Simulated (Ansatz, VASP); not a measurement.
**TiRh3: VASP beside Ansatz**

Contents of INCAR:

```
SYSTEM = TiRh3
ALGO = Normal ; EDIFF = 1E-8
ENCUT = 520 ; GGA = CA
ISIF = 2 ; ISMEAR = -1
LASPH = .True. ; LCHARG = .False.
LEFG = .True. ; LREAL = .False.
LWAVE = .False. ; NBANDS = 36
NELM = 60 ; PREC = Accurate
SIGMA = 0.03
```

File KPOINTS:

```
k-points
0
Gamma
  10 10 10
  0 0 0
```

File POSCAR:

```
TiRh3
1.0
    3.8092172958      0.0000000000      0.0000000000
    0.0000000000      3.8092172958      0.0000000000
    0.0000000000      0.0000000000      3.8092172958
Ti Rh
1 3
Direct
    0.0000000000      0.0000000000      0.0000000000
    0.0000000000      0.5000000000      0.5000000000
    0.5000000000      0.0000000000      0.5000000000
    0.5000000000      0.5000000000      0.0000000000
```

Input for Ansatz:

```yaml
crystal:
  lattice:
    - [3.8092172958, 0.0, 0.0]
    - [0.0, 3.8092172958, 0.0]
    - [0.0, 0.0, 3.8092172958]
  atoms:
    - { symbol: Ti, position: [0.0, 0.0, 0.0] }
    - { symbol: Rh, position: [0.0, 0.5, 0.5] }
    - { symbol: Rh, position: [0.5, 0.0, 0.5] }
    - { symbol: Rh, position: [0.5, 0.5, 0.0] }
kpoints:
  mp_grid: { grid: [10, 10, 10] }
scf:
  occupations: { method: fermi_dirac, width: 0.03 }
hamiltonian:
  xc: lda
  pseudopotentials: { kind: all_electron, datasets: crystal }
output:
  forces: true
  stress: true
  eigenvalues: true
  efg: { contact_densities: true }
```

Change from the starting cell: volume scaled by 0.99, crystal datasets.

Alike in both runs: task electric field gradients; functional LDA; k mesh 10 × 10 × 10; occupations fermi-dirac, width 0.03 eV; no spin polarisation.

```csv
,VASP,Ansatz
version,VASP 6.6.1,Ansatz 0.2.0
potentials or method,"VASP PAW LDA potentials, release 64 (Ti_sv, Rh_pv), cutoff 520 eV","all-electron PAW with datasets made for the crystal, scalar-relativistic"
```

VASP gave:

- pressure (GPa): -7.2
- size of Vzz on the site where it differs most (V/Å²): 33.6

Question: What did Ansatz give for the same quantities?

Answer: Pressure (GPa): -7.9; size of Vzz on the site where it differs most (V/Å²): 29.6.

LDA's correlation is that of Perdew and Zunger in VASP and of Perdew and Wang (1992) in Ansatz. Ansatz ran all-electron here, and VASP with PAW potentials.
